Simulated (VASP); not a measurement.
# LiCl in VASP: notebook

LiCl is run at these levels: r2SCAN, HSE06; tasks: single point.

Everything below comes from runs of VASP 6.6.1. Logs are shortened: lines on timing, memory, paths and dates and some standing lists are left out, and cuts for length are marked.

## (1) The cell of the first run

It takes space group R-3m (No. 166, trigonal). Conventional cell: a = 3.701 Å, b = 3.701 Å, c = 8.751 Å, α = 90.00°, β = 90.00°, γ = 120.00°. Li (site symmetry -3m) has 6 Cl at 2.59 Å within 3.4 Å. Cl (site symmetry -3m) has 6 Li at 2.59 Å within 3.4 Å.

## (2) Single point, r2SCAN (epitaxial 111 strain +2.4%)

The input, POSCAR:

```
LiCl
1.0
   -0.0605380171      2.5565882615      2.5565882615
    2.5565882615     -0.0605380171      2.5565882615
    2.5565882615      2.5565882615     -0.0605380171
Li Cl
1 1
Direct
    0.0000000000      0.0000000000      0.0000000000
    0.5000000000      0.5000000000      0.5000000000
```

The input, INCAR.step1:

```
SYSTEM = LiCl
PREC = Accurate
ENCUT = 520
ISMEAR = 0
SIGMA = 0.01
LREAL = .FALSE.
LASPH = .TRUE.
NELM = 100
NBANDS = 12
GGA = PE
ALGO = Normal
EDIFF = 1E-4
LWAVE = .TRUE.
LCHARG = .FALSE.
```

The input, INCAR.step2:

```
SYSTEM = LiCl
PREC = Accurate
ENCUT = 520
EDIFF = 1E-6
ISMEAR = 0
SIGMA = 0.01
LREAL = .FALSE.
LASPH = .TRUE.
NELM = 100
ALGO = Normal
ISIF = 2
LWAVE = .FALSE.
LCHARG = .FALSE.
METAGGA = R2SCAN
LMIXTAU = .TRUE.
NBANDS = 12
ISTART = 1
```

The input, KPOINTS:

```
regular mesh
0
G
  8 8 8
  0 0 0
```

Potentials or basis: VASP PAW PBE potentials, release 64 (Li_sv, Cl).

Started as:

```console
cat potpaw_PBE.64/Li_sv/POTCAR potpaw_PBE.64/Cl/POTCAR > POTCAR
cp INCAR.step1 INCAR
mpirun -np 1 vasp_std > vasp.out
cp INCAR.step2 INCAR
mpirun -np 1 vasp_std > vasp.out
```

OUTCAR:

```text
SYSTEM = LiCl
   PREC = Accurate
   ENCUT = 520
   EDIFF = 1E-6
   ISMEAR = 0
   LREAL = .FALSE.
   LASPH = .TRUE.
   NELM = 100
   ISIF = 2
   METAGGA = R2SCAN
   ISTART = 1

 ion  position               nearest neighbor table
   1  0.000  0.000  0.000-   2 2.59   2 2.59   2 2.59   2 2.59   2 2.59   2 2.59
   2  0.500  0.500  0.500-   1 2.59   1 2.59   1 2.59   1 2.59   1 2.59   1 2.59

  LATTYP: Found a trigonal (rhomboedric) cell.
 ALAT       =     3.6160685736
 COS(alpha) =     0.4761872791

  Lattice vectors:

 A1 = (  -0.0605380171,   2.5565882615,   2.5565882615)
 A2 = (   2.5565882615,  -0.0605380171,   2.5565882615)
 A3 = (   2.5565882615,   2.5565882615,  -0.0605380171)

Analysis of symmetry for initial positions (statically):
=====================================================================
 Subroutine PRICEL returns:
 Original cell was already a primitive cell.

 Routine SETGRP: Setting up the symmetry group for a
 trigonal (rhombohedral) supercell.

 Subroutine GETGRP returns: Found 12 space group operations
 (whereof 12 operations were pure point group operations)
 out of a pool of 12 trial point group operations.

The static configuration has the point symmetry D_3d.

Analysis of symmetry for dynamics (positions and initial velocities):
=====================================================================
 Subroutine PRICEL returns:
 Original cell was already a primitive cell.

 Routine SETGRP: Setting up the symmetry group for a
 trigonal (rhombohedral) supercell.

 Subroutine GETGRP returns: Found 12 space group operations
 (whereof 12 operations were pure point group operations)
 out of a pool of 12 trial point group operations.

The dynamic configuration has the point symmetry D_3d.

 Subroutine INISYM returns: Found 12 space group operations
 (whereof 12 operations are pure point group operations),
 and found     1 'primitive' translations

----------------------------------------------------------------------------------------

                                     Primitive cell

  volume of cell :      34.6073

  direct lattice vectors                    reciprocal lattice vectors
    -0.060538017  2.556588261  2.556588261    -0.188760195  0.193338295  0.193338295
     2.556588261 -0.060538017  2.556588261     0.193338295 -0.188760195  0.193338295
     2.556588261  2.556588261 -0.060538017     0.193338295  0.193338295 -0.188760195

  length of vectors
     3.616068574  3.616068574  3.616068574     0.332249611  0.332249611  0.332249611

  position of ions in fractional coordinates (direct lattice)
     0.000000000  0.000000000  0.000000000
     0.500000000  0.500000000  0.500000000

  ion indices of the primitive-cell ions
   primitive index   ion index
                 1           1
                 2           2

----------------------------------------------------------------------------------------

 KPOINTS: regular mesh

Automatic generation of k-mesh.
 Grid dimensions read from file:
 generate k-points for:    8    8    8

 Generating k-lattice:

  Cartesian coordinates                     Fractional coordinates (reciprocal lattice)
    -0.023595024  0.024167287  0.024167287     0.125000000  0.000000000  0.000000000
     0.024167287 -0.023595024  0.024167287     0.000000000  0.125000000  0.000000000
     0.024167287  0.024167287 -0.023595024     0.000000000  0.000000000  0.125000000

  Length of vectors
     0.041531201  0.041531201  0.041531201

  Shift w.r.t. Gamma in fractional coordinates (k-lattice)
     0.000000000  0.000000000  0.000000000

 Subroutine IBZKPT returns following result:
 ===========================================

 Found     65 irreducible k-points:

 Following reciprocal coordinates:
            Coordinates               Weight
  0.000000  0.000000  0.000000      1.000000
  0.125000  0.000000  0.000000      6.000000
  0.250000  0.000000  0.000000      6.000000
  0.375000 -0.000000 -0.000000      6.000000
  0.500000  0.000000  0.000000      3.000000
  0.125000  0.125000 -0.000000      6.000000
[... 16 lines left out ...]
  0.250000  0.125000  0.125000      6.000000
  0.375000  0.125000  0.125000      6.000000
 [... further k-points ...]
   k-points           NKPTS =     65   k-points in BZ     NKDIM =     65   number of bands    NBANDS=     12
   number of dos      NEDOS =    301   number of ions     NIONS =      2
   total plane-waves  NPLWV =  21952
   dimension x,y,z NGX =    28 NGY =   28 NGZ =   28
   dimension x,y,z NGXF=    56 NGYF=   56 NGZF=   56
   ions per type =               1   1
   NGX,Y,Z   is equivalent  to a cutoff of  12.87, 12.87, 12.87 a.u.
   NGXF,Y,Z  is equivalent  to a cutoff of  25.75, 25.75, 25.75 a.u.
 SYSTEM =  LiCl
   PREC   = accura    normal or accurate (medium, high low for compatibility)
   ISTART =      1    job   : 0-new  1-cont  2-samecut
   ICHARG =      0    charge: 1-file 2-atom 10-const
   ISPIN  =      1    spin polarized calculation?
   LNONCOLLINEAR =      F non collinear calculations
   LSORBIT =      F    spin-orbit coupling
   LASPH  =      T    aspherical Exc in radial PAW
   ENCUT  =  520.0 eV  38.22 Ry    6.18 a.u.   6.72  6.72  6.72*2*pi/ulx,y,z
   NELM   =    100;   NELMIN=  2; NELMDL=  0     # of ELM steps
   EDIFF  = 0.1E-05   stopping-criterion for ELM
   LREAL  =      F    real-space projection
   EDIFFG = 0.1E-04   stopping-criterion for IOM
   NSW    =      0    number of steps for IOM
   IBRION =     -1    ionic relax: 0-MD 1-quasi-New 2-CG
   NFREE  =      0    steps in history (QN), initial steepest desc. (CG)
   ISIF   =      2    stress and relaxation
   ISYM   =      2    0-nonsym 1-usesym 2-fastsym
   POTIM  = 0.5000    time-step for ionic-motion
   TEBEG  =    0.0;   TEEND  =   0.0 temperature during run
   PSTRESS=    0.0 pullay stress
   NELECT =      10.0000    total number of electrons
   NUPDOWN=      -1.0000    fix difference up-down
   EMIN   =  10.00;   EMAX   =-10.00  energy-range for DOS
   EFERMI =   0.00;   METHOD = LEGACY
   ISMEAR =     0;   SIGMA  =   0.01  broadening in eV -4-tet -1-fermi 0-gaus
   EFERMI_NEDOS =   21; number of points for ismear=-14 and -15
   IALGO  =     38    algorithm
   IMIX   =      4    mixing-type and parameters
     AMIX     =   0.40;   BMIX     =  1.00
     AMIX_MAG =   1.60;   BMIX_MAG =  1.00
  volume/ion in A,a.u.               =      17.30       116.77
  Fermi-wavevector in a.u.,A,eV,Ry     =   1.082312  2.045272 15.937842  1.171398
  Thomas-Fermi vector in A             =   2.218350
   LORBIT       =      0    0 simple, 1 ext, 2 COOP (PROOUT), +10 PAW based schemes
   METAGGA = R2SCAN    functional components
   LHFCALC =     F    Hartree Fock is set to
   AEXX    =    0.0000 exact exchange contribution
   IVDW    =     0    specifies the selected vdW correction
   LEPSILON=     F    determine dielectric tensor
   LRPA    =     F    only Hartree local field effects (RPA)
 non-spin polarized calculation
 Gauss-broadening in eV      SIGMA  =   0.01
  energy-cutoff  :      520.00
  volume of cell :       34.61
 maximum number of plane-waves:       946
   NGX = 13   NGY = 13   NGZ = 13

 number of electron      10.0000007 magnetization

 Free energy of the ion-electron system (eV)
  ---------------------------------------------------
  ext. energy  EPLUGINS =         0.00000000
  ---------------------------------------------------
  free energy    TOTEN  =       -12.57520417 eV

  energy without entropy =      -12.57520417  energy(sigma->0) =      -12.57520417

 E-fermi :   0.1978     XC(G=0):  -9.0455

 val. band max:        0.1399374777   @ k =   0.0000   0.0000   0.0000
 cond. band min:       7.1348282333   @ k =   0.0000   0.0000   0.0000
 fundamental gap:      6.9948907555
 Fermi energy:         0.1977672849

 k-point     1 :       0.0000    0.0000    0.0000
  band No.  band energies     occupation
      1     -44.8618      2.00000
      2     -13.8916      2.00000
      3      -0.0625      2.00000
      4      -0.0625      2.00000
      5       0.1399      2.00000
      6       7.1348      0.00000
      7      12.4532      0.00000
      8      12.4532      0.00000
      9      13.0543      0.00000
     10      15.3282      0.00000
     11      15.3282      0.00000
     12      15.6639      0.00000

 k-point     2 :       0.1250    0.0000    0.0000
  band No.  band energies     occupation
      1     -44.8614      2.00000
      2     -13.8205      2.00000
      3      -0.5389      2.00000
      4      -0.0957      2.00000
      5       0.0753      2.00000
      6       7.5864      0.00000
      7      11.7972      0.00000
      8      12.4491      0.00000
      9      12.8855      0.00000
     10      13.8504      0.00000
     11      14.0920      0.00000
     12      16.1475      0.00000

 k-point     3 :       0.2500    0.0000    0.0000
  band No.  band energies     occupation
      1     -44.8607      2.00000
      2     -13.6400      2.00000
      3      -1.5491      2.00000
      4      -0.1719      2.00000
      5      -0.0316      2.00000
      6       8.0171      0.00000
      7      11.4433      0.00000
      8      11.6467      0.00000
      9      11.7709      0.00000
     10      14.5014      0.00000
     11      14.9955      0.00000
     12      16.7244      0.00000
[... 286 lines left out ...]
 k-point    23 :       0.2500    0.1250    0.1250
  band No.  band energies     occupation
      1     -44.8608      2.00000
      2     -13.6968      2.00000
      3      -0.9875      2.00000
      4      -0.3500      2.00000
      5      -0.0704      2.00000
      6       8.1286      0.00000
      7      11.2682      0.00000
      8      11.9223      0.00000
      9      12.2471      0.00000
     10      13.1130      0.00000
     11      15.3511      0.00000
     12      16.4921      0.00000

 k-point    24 :       0.3750    0.1250    0.1250
  band No.  band energies     occupation
      1     -44.8601      2.00000
      2     -13.5064      2.00000
      3      -1.8784      2.00000
      4      -0.5588      2.00000
      5      -0.1495      2.00000
      6       8.4405      0.00000
      7      10.9599      0.00000
      8      11.1026      0.00000
      9      11.7995      0.00000
     10      14.2114      0.00000
     11      16.8874      0.00000
     12      17.5932      0.00000

 [... further k-points ...]

------------------------ aborting loop because EDIFF is reached ----------------------------------------

  FORCE on cell =-STRESS in cart. coord.  units (eV):
  Direction    XX          YY          ZZ          XY          YZ          ZX
  --------------------------------------------------------------------------------------
  -------------------------------------------------------------------------------------
  Total       -0.3663077     -0.3663077     -0.3663077      0.1309747      0.1309747      0.1309747
  in kB      -16.9585635    -16.9585635    -16.9585635      6.0635998      6.0635998      6.0635998
  external PRESSURE =     -16.9585635 kB  Pullay stress =       0.0000000 kB

 VOLUME and BASIS-vectors are now :
 -----------------------------------------------------------------------------
  energy-cutoff  :      520.00
  volume of cell :       34.61
      direct lattice vectors                 reciprocal lattice vectors
    -0.060538017  2.556588261  2.556588261    -0.188760195  0.193338295  0.193338295
     2.556588261 -0.060538017  2.556588261     0.193338295 -0.188760195  0.193338295
     2.556588261  2.556588261 -0.060538017     0.193338295  0.193338295 -0.188760195

 POSITION                                       TOTAL-FORCE (eV/Angst)
 -----------------------------------------------------------------------------------
      0.00000      0.00000      0.00000        -0.000000      0.000000     -0.000000
      2.52632      2.52632      2.52632         0.000000     -0.000000      0.000000
 -----------------------------------------------------------------------------------
    total drift:                                0.000000      0.000000      0.000000

  FREE ENERGIE OF THE ION-ELECTRON SYSTEM (eV)
  ---------------------------------------------------
  free  energy   TOTEN  =       -12.5752041690 eV

  energy  without entropy=      -12.5752041690  energy(sigma->0) =      -12.57520417
```

It took 2.3 min on 1 thread of Intel Xeon Platinum 8259CL at 2.50GHz (Skylake/Cascade Lake), shared host; peak memory 0.17 GiB.

Results:

```
Free energy            : -12.5752 eV
Band gap on the k mesh : 6.99 eV
```

Caveat: the cell differs from its parent crystal (epitaxial 111 strain +2.4%); the cutoff is under 1.25 times the usual one of these potentials, so pressure, stress and relaxed cells hold a basis-set (Pulay) error; the PAW data sets were made with another functional, which shifts forces and pressure a little. A k mesh can miss the band edges.

(Part 1 of 2 ends here.)
